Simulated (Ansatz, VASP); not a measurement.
**Mg: VASP beside Ansatz**

Contents of INCAR:

```
SYSTEM = Mg
PREC     = Accurate       ! precision mode
ENCUT    = 520            ! plane-wave cutoff, eV
EDIFF    = 1E-7           ! SCF threshold, eV
ISMEAR   = 0              ! smearing method
SIGMA    = 0.15           ! smearing width, eV
LREAL    = .FALSE.        ! projectors in reciprocal space
LASPH    = .TRUE.         ! aspherical terms in the spheres
NELM     = 60             ! most SCF steps
ALGO     = Fast           ! electronic algorithm
ISIF     = 2              ! what is computed and relaxed
LWAVE    = .FALSE.        ! write WAVECAR
LCHARG   = .TRUE.         ! write CHGCAR
LELF     = .TRUE.         ! ELF
LVHAR    = .TRUE.       
NBANDS   = 7              ! bands
```

File KPOINTS:

```
Automatic mesh
0
G
  18 18 18
  0 0 0
```

The input POSCAR:

```
Mg
1.0
    0.0000000000      1.9917772000      2.2442560000
    1.9917772000      0.0000000000      2.2442560000
    1.9917772000      1.9917772000      0.0000000000
Mg
1
Direct
    0.0000000000      0.0000000000      0.0000000000
```

Input for Ansatz:

```yaml
crystal:
  lattice:
    - [0.0, 1.9917772, 2.244256]
    - [1.9917772, 0.0, 2.244256]
    - [1.9917772, 1.9917772, 0.0]
  atoms:
    - { symbol: Mg, position: [0.0, 0.0, 0.0] }
basis:
  ecutwfc: 420
kpoints:
  mp_grid: { grid: [18, 18, 18] }
hamiltonian:
  xc: lda
scf:
  occupations: { method: gaussian, width: 0.15 }
output:
  forces: true
  stress: true
  eigenvalues: true
```

Change from the starting cell: strain -0.1125 x Voigt [1, 1, 0, 0, 0, 0], atoms carried along.

Alike in both runs: task single point; functional LDA; k mesh 18 × 18 × 18; occupations gaussian, width 0.15 eV; no spin polarisation.

|  | VASP | Ansatz |
| --- | --- | --- |
| version | VASP 6.6.1 | Ansatz 0.2.0 |
| potentials or method | VASP PAW LDA potentials, release 64 (Mg), cutoff 520 eV | scalar-relativistic, plane waves, PAW |
| valence electrons in the cell | 2 | 10 |

```csv
,VASP,Ansatz,Ansatz less VASP
gap on the k mesh at the Fermi level (eV),none,none,-
pressure (GPa),11.3,11.6,+0.30
"traceless stress, the component that is largest in VASP (GPa)",-3.99,-3.96,+0.035
```

LDA's correlation is that of Perdew and Zunger in VASP and of Perdew and Wang (1992) in Ansatz. A gap of «none» marks a metal or a gap that the smearing closes. VASP's potentials hold 2 valence electrons a cell and Ansatz's 10, so a difference there can come from the potentials and not from the codes.
